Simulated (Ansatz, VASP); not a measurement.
**Two plane-wave programs on GdN**

```
CELL_PARAMETERS angstrom
0.00000 2.61177 3.50074
2.34012 0.00000 3.50074
2.34012 2.61177 0.00000
ATOMIC_POSITIONS crystal
Gd 0.36566 0.36566 0.63434
N 0.73782 0.73782 0.26218
```

Alike in both runs: task relaxation of cell and atoms; functional PBE; k mesh 5 × 5 × 5; occupations gaussian, width 0.15 eV; collinear spin.

```csv
,VASP,Ansatz
version,VASP 6.6.1,Ansatz 0.2.0
potentials or method,"VASP PAW PBE potentials, release 64 (Gd, N), cutoff 600 eV","scalar-relativistic, plane waves, PAW"
valence electrons in the cell,23,23
```

Ansatz gave:

```
gap on the k mesh at the Fermi level, each at its own relaxed structure (eV) : none
net moment per atom (μB)                                                     : 3.50
size of the moment on the site where the two differ most (μB)                : 6.84
relaxed volume (Å³/atom)                                                     : 15.52
relaxed cell length with the largest relative difference (Å)                 : 3.535
```

**Question.** Which values does VASP return?

**Answer.** gap on the k mesh at the Fermi level, each at its own relaxed structure (eV): none; net moment per atom (μB): 3.50; size of the moment on the site where the two differ most (μB): 6.80; relaxed volume (Å³/atom): 15.54; relaxed cell length with the largest relative difference (Å): 3.538.

Site moments also hang on the region over which each program counts them. A gap of «none» marks a metal or a gap that the smearing closes.

The k mesh is coarse, so the values compare programs but aren't converged. Spin-orbit coupling is off throughout. Noted on VASP's run: the volume moved by over 15 % at a fixed basis, so the end points are rough.
